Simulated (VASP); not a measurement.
Write the native input for VASP 6.6.1 that does the following.

* Task: single point
* Functional: HSE06
* Potentials or basis: VASP PAW PBE potentials, release 64 (Pb_d)
* Cutoff: 520 eV
* k mesh: 5 × 5 × 5
* Occupations: fermi-dirac, width 0.05 eV
* Spin: no spin polarisation
* Dipole correction: no
* Grid for exact exchange (PRECFOCK): Normal
* Further INCAR settings: ALGO = Normal; EDIFF = 1e-06; NBANDS = 13
* Share of exact exchange: 0.25
* Screening parameter: 0.2079 1/Å

The system is Pb.

```xyz
1
Lattice="0.0000 2.4416 2.4416 2.4416 0.0000 2.4416 2.4416 2.4416 0.0000" Properties=species:S:1:pos:R:3 pbc="T T T"
Pb    0.0000    0.0000    0.0000
```

One way to write it, as run:

POSCAR

```
Pb
1.0
    0.0000000000      2.4415696833      2.4415696833
    2.4415696833      0.0000000000      2.4415696833
    2.4415696833      2.4415696833      0.0000000000
Pb
1
Direct
    0.0000000000      0.0000000000      0.0000000000
```

INCAR.step1

```
PREC = Accurate
ENCUT = 520
EDIFF = 1E-5
ISMEAR = -1
SIGMA = 0.05
LREAL = False
LASPH = True
NELM = 100
ALGO = Normal
ISIF = 2
LWAVE = True
LCHARG = False
GGA = PE
NBANDS = 13
```

INCAR.step2

```
PREC = Accurate
ENCUT = 520
EDIFF = 1E-6
ISMEAR = -1
SIGMA = 0.05
LREAL = False
LASPH = True
NELM = 100
ALGO = Normal
ISIF = 2
LWAVE = False
LCHARG = False
GGA = PE
LHFCALC = True
HFSCREEN = 0.2079
PRECFOCK = Normal
ISTART = 1
NBANDS = 13
```

KPOINTS

```
Automatic mesh
0
Gamma
  5 5 5
```

Potentials or basis: VASP PAW PBE potentials, release 64 (Pb_d).

The run is started by

```bash
$ cat potpaw_PBE.64/Pb_d/POTCAR > POTCAR
$ cp INCAR.step1 INCAR
$ mpirun -np 1 vasp_std > vasp.out
$ cp INCAR.step2 INCAR
$ mpirun -np 1 vasp_std > vasp.out
```

It gave:

The pressure is 2.7 GPa and the band gap on the k mesh is zero (bands 7 and 8 overlap by 9.28 eV).

Caveat: the k points lie up to 0.45 Å⁻¹ apart, too coarse for converged energies and pressures of a metal; the PAW data sets were made with another functional, which shifts forces and pressure a little; spin-orbit coupling is left out, which moves the levels of the heavy elements.

Wall time 7.1 min on 1 thread of Intel(R) Xeon(R) Platinum 8259CL CPU @ 2.50GHz (Skylake/Cascade Lake), on a shared host, peak memory 0.26 GiB.
